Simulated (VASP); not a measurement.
The system is MoS2.

```
Mo S
1.0
     3.17302    0.00000    0.00000
    -1.58651    2.74792    0.00000
     0.00000    0.00000   12.43589
Mo S
2 4
Direct
  0.66667 0.33333 0.25000
  0.33333 0.66667 0.75000
  0.66667 0.33333 0.62490
  0.33333 0.66667 0.37510
  0.66667 0.33333 0.87510
  0.33333 0.66667 0.12490
```

Base run:

```yaml
Program: VASP 6.6.1
Functional: r2SCAN
Dispersion: rVV10
Potentials_or_basis: VASP PAW PBE potentials, release 64 (Mo_sv, S)
Cutoff: 520 eV
k_mesh: 12 × 12 × 2
Occupations: fermi-dirac, width 0.02 eV
Spin: no spin polarisation
```

Its results: band gap on the k mesh 1.03 eV (least direct gap 1.75 eV); pressure 0.2 GPa; largest force 0.017 eV/Å.

Task: The run is repeated on the same cell with these changes: dispersion from rVV10 to none; occupations from fermi-dirac, width 0.02 eV to gaussian, width 0.01 eV. What comes out?

Result: Band gap on the k mesh 1.05 eV (least direct gap 1.75 eV); pressure 1.2 GPa; largest force 0.051 eV/Å.

Caveats: the PAW data sets were made with another functional, which shifts forces and pressure a little.

A k mesh can miss the band edges.
